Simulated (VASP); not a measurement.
# Rh in VASP: further runs

Runs on Rh. Level: PBE+D3(BJ). Tasks: single point.

Everything below comes from runs of VASP 6.6.1. Logs are shortened: lines on timing, memory, paths and dates and some standing lists are left out, and cuts for length are marked.

**1. The cell of the first run**

The cell holds a slab with vacuum, 16 atoms: a = 5.365 Å, b = 5.365 Å, c = 21.690 Å, α = 90.00°, β = 90.00°, γ = 90.00°.

**2. Single point, PBE+D3(BJ)**

Contents of INCAR:

```
  ALGO = Normal
  DIPOL = 0.5 0.5 0.500
  EDIFF = 1E-6
  ENCUT = 520
  GGA = PE
  IDIPOL = 3
  ISIF = 2
  ISMEAR = 0
  IVDW = 12
  LASPH = T
  LCHARG = F
  LDIPOL = T
  LREAL = Auto
  LWAVE = F
  NBANDS = 134
  NELM = 100
  PREC = Accurate
  SIGMA = 0.1
```

Contents of KPOINTS:

```
k-points
0
Gamma
  4 4 1
```

Contents of POSCAR:

```
Rh
1.0
    5.3647950069      0.0000000000      0.0000000000
    0.0000000000      5.3647950069      0.0000000000
    0.0000000000      0.0000000000     21.6902243936
Rh
16
Direct
    0.2500000000      0.2500000000      0.3688297481
    0.2500000000      0.7500000000      0.3688297481
    0.7500000000      0.2500000000      0.3688297481
    0.7500000000      0.7500000000      0.3688297481
    0.5000000000      0.5000000000      0.4562765827
    0.5000000000      0.0000000000      0.4562765827
    0.0000000000      0.5000000000      0.4562765827
    0.0000000000      0.0000000000      0.4562765827
    0.7500000000      0.7500000000      0.5445471931
    0.7500000000      0.2500000000      0.5445471931
    0.2500000000      0.7500000000      0.5445471931
    0.2500000000      0.2500000000      0.5445471931
    0.0000000000      0.0000000000      0.6299138129
    0.0000000000      0.5000000000      0.6299138129
    0.5000000000      0.0000000000      0.6299138129
    0.5000000000      0.5000000000      0.6299138129
```

Potentials or basis: VASP PAW PBE potentials, release 64 (Rh_pv).

Launch:

```bash
$ cat potpaw_PBE.64/Rh_pv/POTCAR > POTCAR
$ mpirun -np 1 vasp_std > vasp.out
```

OUTCAR:

```text
EDIFF = 1E-6
   ENCUT = 520
   GGA = PE
   ISIF = 2
   ISMEAR = 0
   IVDW = 12
   LASPH = T
   LREAL = Auto
   NELM = 100
   PREC = Accurate
 IVDW          = 12

 ion  position               nearest neighbor table
   1  0.250  0.250  0.369-   2 2.68   3 2.68   2 2.68   3 2.68   7 2.68   8 2.68   5 2.68   6 2.68

   2  0.250  0.750  0.369-   1 2.68   4 2.68   1 2.68   4 2.68   7 2.68   8 2.68   5 2.68   6 2.68

   3  0.750  0.250  0.369-   1 2.68   4 2.68   4 2.68   1 2.68   7 2.68   8 2.68   5 2.68   6 2.68
[... 23 lines left out ...]
  15  0.500  0.000  0.630-   9 2.65  10 2.65  11 2.65  12 2.65  13 2.68  16 2.68  16 2.68  13 2.68

  16  0.500  0.500  0.630-   9 2.65  10 2.65  11 2.65  12 2.65  14 2.68  15 2.68  15 2.68  14 2.68

  LATTYP: Found a simple tetragonal cell.
 ALAT       =     5.3647950069
 C/A-ratio  =     4.0430667650

  Lattice vectors:

 A1 = (   5.3647950069,   0.0000000000,   0.0000000000)
 A2 = (   0.0000000000,   5.3647950069,   0.0000000000)
 A3 = (   0.0000000000,   0.0000000000,  21.6902243936)

Analysis of symmetry for initial positions (statically):
=====================================================================
 Subroutine PRICEL returns following result:

  LATTYP: Found a simple tetragonal cell.
 ALAT       =     2.6823975034
 C/A-ratio  =     8.0861335301

  Lattice vectors:

 A1 = (   2.6823975034,   0.0000000000,   0.0000000000)
 A2 = (   0.0000000000,   2.6823975034,   0.0000000000)
 A3 = (   0.0000000000,   0.0000000000,  21.6902243936)

   4 primitive cells build up your supercell.

 Routine SETGRP: Setting up the symmetry group for a
 simple tetragonal supercell.

 Subroutine GETGRP returns: Found  8 space group operations
 (whereof  8 operations were pure point group operations)
 out of a pool of 16 trial point group operations.

The static configuration has the point symmetry C_4v.

Analysis of symmetry for dynamics (positions and initial velocities):
=====================================================================
 Subroutine PRICEL returns following result:

  LATTYP: Found a simple tetragonal cell.
 ALAT       =     2.6823975034
 C/A-ratio  =     8.0861335301

  Lattice vectors:

 A1 = (   2.6823975034,   0.0000000000,   0.0000000000)
 A2 = (   0.0000000000,   2.6823975034,   0.0000000000)
 A3 = (   0.0000000000,   0.0000000000,  21.6902243936)

   4 primitive cells build up your supercell.

 Routine SETGRP: Setting up the symmetry group for a
 simple tetragonal supercell.

 Subroutine GETGRP returns: Found  8 space group operations
 (whereof  8 operations were pure point group operations)
 out of a pool of 16 trial point group operations.

The dynamic configuration has the point symmetry C_4v.

 Subroutine INISYM returns: Found  8 space group operations
 (whereof  8 operations are pure point group operations),
 and found     4 'primitive' translations

----------------------------------------------------------------------------------------

                                     Primitive cell

  volume of cell :     156.0667

  direct lattice vectors                    reciprocal lattice vectors
     2.682397503  0.000000000  0.000000000     0.372800824  0.000000000  0.000000000
     0.000000000  2.682397503  0.000000000     0.000000000  0.372800824  0.000000000
     0.000000000  0.000000000 21.690224394     0.000000000  0.000000000  0.046103719

  length of vectors
     2.682397503  2.682397503 21.690224394     0.372800824  0.372800824  0.046103719

  position of ions in fractional coordinates (direct lattice)
     0.500000000  0.500000000  0.368829748
     0.000000000  0.000000000  0.456276583
     0.500000000  0.500000000  0.544547193
     0.000000000  0.000000000  0.629913813

  ion indices of the primitive-cell ions
   primitive index   ion index
                 1           1
                 2           5
                 3          12
                 4          13

----------------------------------------------------------------------------------------

 KPOINTS: k-points

Automatic generation of k-mesh.
 Grid dimensions read from file:
 generate k-points for:    4    4    1

 Generating k-lattice:

  Cartesian coordinates                     Fractional coordinates (reciprocal lattice)
     0.046600103  0.000000000  0.000000000     0.250000000  0.000000000  0.000000000
     0.000000000  0.046600103  0.000000000     0.000000000  0.250000000  0.000000000
     0.000000000  0.000000000  0.046103719     0.000000000  0.000000000  1.000000000

  Length of vectors
     0.046600103  0.046600103  0.046103719

  Shift w.r.t. Gamma in fractional coordinates (k-lattice)
     0.000000000  0.000000000  0.000000000

 Subroutine IBZKPT returns following result:
 ===========================================

 Found      6 irreducible k-points:

 Following reciprocal coordinates:
            Coordinates               Weight
  0.000000  0.000000  0.000000      1.000000
  0.250000  0.000000  0.000000      4.000000
  0.500000  0.000000  0.000000      2.000000
  0.250000  0.250000  0.000000      4.000000
  0.500000  0.250000  0.000000      4.000000
  0.500000  0.500000  0.000000      1.000000
   k-points           NKPTS =      6   k-points in BZ     NKDIM =      6   number of bands    NBANDS=    134
   number of dos      NEDOS =    301   number of ions     NIONS =     16
   total plane-waves  NPLWV = 259200
   dimension x,y,z NGX =    40 NGY =   40 NGZ =  162
   dimension x,y,z NGXF=    80 NGYF=   80 NGZF=  324
   ions per type =              16
   NGX,Y,Z   is equivalent  to a cutoff of  12.40, 12.40, 12.42 a.u.
   NGXF,Y,Z  is equivalent  to a cutoff of  24.79, 24.79, 24.83 a.u.
 SYSTEM =  unknown system
   PREC   = accura    normal or accurate (medium, high low for compatibility)
   ISTART =      0    job   : 0-new  1-cont  2-samecut
   ICHARG =      2    charge: 1-file 2-atom 10-const
   ISPIN  =      1    spin polarized calculation?
   LNONCOLLINEAR =      F non collinear calculations
   LSORBIT =      F    spin-orbit coupling
   LASPH  =      T    aspherical Exc in radial PAW
   ENCUT  =  520.0 eV  38.22 Ry    6.18 a.u.   9.97  9.97 40.33*2*pi/ulx,y,z
   NELM   =    100;   NELMIN=  2; NELMDL= -5     # of ELM steps
   EDIFF  = 0.1E-05   stopping-criterion for ELM
   LREAL  =      T    real-space projection
   EDIFFG = 0.1E-04   stopping-criterion for IOM
   NSW    =      0    number of steps for IOM
   IBRION =     -1    ionic relax: 0-MD 1-quasi-New 2-CG
   NFREE  =      0    steps in history (QN), initial steepest desc. (CG)
   ISIF   =      2    stress and relaxation
   ISYM   =      2    0-nonsym 1-usesym 2-fastsym
   POTIM  = 0.5000    time-step for ionic-motion
   TEBEG  =    0.0;   TEEND  =   0.0 temperature during run
   PSTRESS=    0.0 pullay stress
   NELECT =     240.0000    total number of electrons
   NUPDOWN=      -1.0000    fix difference up-down
   EMIN   =  10.00;   EMAX   =-10.00  energy-range for DOS
   EFERMI =   0.00;   METHOD = LEGACY
   ISMEAR =     0;   SIGMA  =   0.10  broadening in eV -4-tet -1-fermi 0-gaus
   EFERMI_NEDOS =   21; number of points for ismear=-14 and -15
   IALGO  =     38    algorithm
   IMIX   =      4    mixing-type and parameters
     AMIX     =   0.40;   BMIX     =  1.00
     AMIX_MAG =   1.60;   BMIX_MAG =  1.00
  volume/ion in A,a.u.               =      39.02       263.30
  Fermi-wavevector in a.u.,A,eV,Ry     =   1.190388  2.249507 19.279771  1.417023
  Thomas-Fermi vector in A             =   2.326474
   LORBIT       =      0    0 simple, 1 ext, 2 COOP (PROOUT), +10 PAW based schemes
   GGA     = PE    functional components
   LHFCALC =     F    Hartree Fock is set to
   AEXX    =    0.0000 exact exchange contribution
   IVDW    =    12    specifies the selected vdW correction
   LEPSILON=     F    determine dielectric tensor
   LRPA    =     F    only Hartree local field effects (RPA)
 non-spin polarized calculation
 Gauss-broadening in eV      SIGMA  =   0.10
  energy-cutoff  :      520.00
  volume of cell :      624.27
 maximum number of plane-waves:     16876
 NGX is ok and might be reduce to    40
   NGX = 19   NGY = 19   NGZ = 81

 dipolmoment           0.000000      0.000000     -0.000019 electrons x Angstroem

 number of electron     240.0000012 magnetization

 dipolmoment           0.000000      0.000000      0.000213 electrons x Angstroem

 Free energy of the ion-electron system (eV)
  ---------------------------------------------------
  ext. energy  EPLUGINS =         0.00000000
  ---------------------------------------------------
  free energy    TOTEN  =      -107.43414028 eV

  energy without entropy =     -107.28700445  energy(sigma->0) =     -107.36057237

 E-fermi :   0.8882     XC(G=0):  -5.8517

 val. band max:        0.8838031316   @ k =   0.2500   0.0000   0.0000
 cond. band min:       0.9162052267   @ k =   0.2500   0.0000   0.0000
 fundamental gap:      0.0324020951
 Fermi energy:         0.8882179221

 k-point     1 :       0.0000    0.0000    0.0000
  band No.  band energies     occupation
      1     -46.2111      2.00000
      2     -46.2111      2.00000
      3     -46.1735      2.00000
      4     -46.1735      2.00000
      5     -46.1699      2.00000
      6     -46.1699      2.00000
[... 799 lines left out ...]
    131       1.5321      0.00000
    132       1.5321      0.00000
 [bands above 132 left out]

------------------------ aborting loop because EDIFF is reached ----------------------------------------

 vacuum level on the upper side and lower side of the slab       (xc-potential included)        -0.099        -0.094

 Edisp (eV)   -7.29366

 E8    (eV) :    -3.4102

  FORCE on cell =-STRESS in cart. coord.  units (eV):
  Direction    XX          YY          ZZ          XY          YZ          ZX
  --------------------------------------------------------------------------------------
  -------------------------------------------------------------------------------------
  Total     -12.19509   -12.19509    -2.83247     0.00000     0.00000     0.00000
  in kB     -31.29864   -31.29864    -7.26952     0.00000     0.00000     0.00000
  external pressure =      -23.29 kB  Pullay stress =        0.00 kB

 VOLUME and BASIS-vectors are now :
 -----------------------------------------------------------------------------
  energy-cutoff  :      520.00
  volume of cell :      624.27
      direct lattice vectors                 reciprocal lattice vectors
     5.364795007  0.000000000  0.000000000     0.186400412  0.000000000  0.000000000
     0.000000000  5.364795007  0.000000000     0.000000000  0.186400412  0.000000000
     0.000000000  0.000000000 21.690224394     0.000000000  0.000000000  0.046103719

 POSITION                                       TOTAL-FORCE (eV/Angst)
 -----------------------------------------------------------------------------------
      1.34120      1.34120      8.00000         0.000000      0.000000      0.344000
      1.34120      4.02360      8.00000        -0.000000      0.000000      0.344000
      4.02360      1.34120      8.00000         0.000000      0.000000      0.344000
      4.02360      4.02360      8.00000        -0.000000      0.000000      0.344000
      2.68240      2.68240      9.89674         0.000000      0.000000     -0.335025
      2.68240      0.00000      9.89674        -0.000000     -0.000000     -0.335025
[... 8 lines left out ...]
      2.68240      0.00000     13.66297        -0.000000     -0.000000      0.001626
      2.68240      2.68240     13.66297        -0.000000      0.000000      0.001626
 -----------------------------------------------------------------------------------
    total drift:                               -0.000000      0.000000      0.003055

  FREE ENERGIE OF THE ION-ELECTRON SYSTEM (eV)
  ---------------------------------------------------
  free  energy   TOTEN  =      -114.7278048581 eV

  energy  without entropy=     -114.5806690255  energy(sigma->0) =     -114.65423694

 vacuum level on the upper side and lower side of the slab         5.930         5.934
```

Wall time 11 min (1 thread of Intel Xeon 6975P-C (Granite Rapids), shared host); peak memory 0.7 GiB.

Results:

| Item | Value |
| --- | --- |
| Free energy | -114.7278 eV |
| Largest force | 0.344 eV/Å |
| Band gap on the k mesh | zero (bands 120 and 121 overlap by 0.80 eV) |
| Dispersion energy per atom | -0.456 eV |

Forces in eV/Å, atoms in the order of the input:
```
Rh   0.000  0.000  0.344
Rh   0.000  0.000  0.344
Rh   0.000  0.000  0.344
Rh   0.000  0.000  0.344
Rh   0.000  0.000 -0.335
Rh   0.000  0.000 -0.335
Rh   0.000  0.000 -0.335
Rh   0.000  0.000 -0.335
Rh   0.000  0.000 -0.011
Rh   0.000  0.000 -0.011
Rh   0.000  0.000 -0.011
Rh   0.000  0.000 -0.011
Rh   0.000  0.000  0.002
Rh   0.000  0.000  0.002
Rh   0.000  0.000  0.002
Rh   0.000  0.000  0.002
```

**3. Single point, PBE+D3(BJ)**

This run uses another cell than the first one.

Contents of INCAR:

```
PREC = Accurate
ENCUT = 520
EDIFF = 1E-6
ISMEAR = 0
SIGMA = 0.1
LREAL = Auto
LASPH = True
NELM = 80
ALGO = Normal
ISIF = 2
LWAVE = False
LCHARG = False
LDIPOL = True
IDIPOL = 3
DIPOL = 0.5 0.5 0.442
GGA = PE
IVDW = 12
NBANDS = 134
```

Contents of KPOINTS:

```
regular mesh
0
Gamma
  4 4 1
```

Contents of POSCAR:

```
Rh
1.0
    5.3647950069      0.0000000000      0.0000000000
    0.0000000000      5.3647950069      0.0000000000
    0.0000000000      0.0000000000     24.5046243936
Rh
16
Direct
    0.2500000000      0.2500000000      0.3264689909
    0.2500000000      0.7500000000      0.3264689909
    0.7500000000      0.2500000000      0.3264689909
    0.7500000000      0.7500000000      0.3264689909
    0.5000000000      0.5000000000      0.4038724000
    0.5000000000      0.0000000000      0.4038724000
    0.0000000000      0.5000000000      0.4038724000
    0.0000000000      0.0000000000      0.4038724000
    0.7513495526      0.7483249369      0.4818743374
    0.7503369715      0.2507018733      0.4819052889
    0.2487441154      0.7483835327      0.4818743983
    0.2496500765      0.2507228745      0.4819084336
    0.0000033111     -0.0005079609      0.5560762214
   -0.0000527410      0.5052920206      0.5605345538
    0.4999819897      0.0019858861      0.5578068736
    0.5000689328      0.5006657672      0.5565218798
```

Potentials or basis: VASP PAW PBE potentials, release 64 (Rh_pv).

Launch:

```bash
$ cat potpaw_PBE.64/Rh_pv/POTCAR > POTCAR
$ mpirun -np 1 vasp_std > vasp.out
```

Wall time 29 min (1 thread of Intel Xeon 6975P-C (Granite Rapids), shared host); peak memory 0.95 GiB.

Results (log left out):

```yaml
Free_energy: -114.6959 eV
Largest_force: 0.512 eV/Å
Band_gap_on_the_k_mesh: zero (bands 120 and 121 overlap by 0.83 eV)
Dispersion_energy_per_atom: -0.455 eV
```

Forces on the atoms (eV/Å):
```
Rh   0.005 -0.002  0.341
Rh  -0.004  0.000  0.342
Rh  -0.005 -0.002  0.341
Rh   0.004  0.000  0.342
Rh   0.000  0.003 -0.404
Rh   0.001 -0.017 -0.242
Rh   0.001 -0.018 -0.356
Rh   0.000  0.004 -0.382
Rh  -0.081  0.084  0.016
Rh   0.027  0.015  0.056
Rh   0.078  0.081  0.018
Rh  -0.026  0.016  0.056
Rh   0.000  0.112  0.261
Rh   0.003 -0.207 -0.468
Rh   0.001 -0.067 -0.104
Rh  -0.003 -0.002  0.183
```

Levels at points of the mesh, in eV from the Fermi level:
```csv
k point,band 118,band 119,band 120,band 121,band 122,band 123
"(0.00, 0.00, 0.00)",0.28,0.29,0.44,0.45,0.46,0.46
"(0.50, 0.00, 0.00)",-0.30,-0.02,-0.01,0.11,0.11,0.12
"(0.00, 0.50, 0.00)",-0.29,-0.02,-0.01,0.11,0.12,0.12
"(0.50, 0.50, 0.00)",-0.94,-0.94,-0.92,-0.39,-0.39,-0.31
```
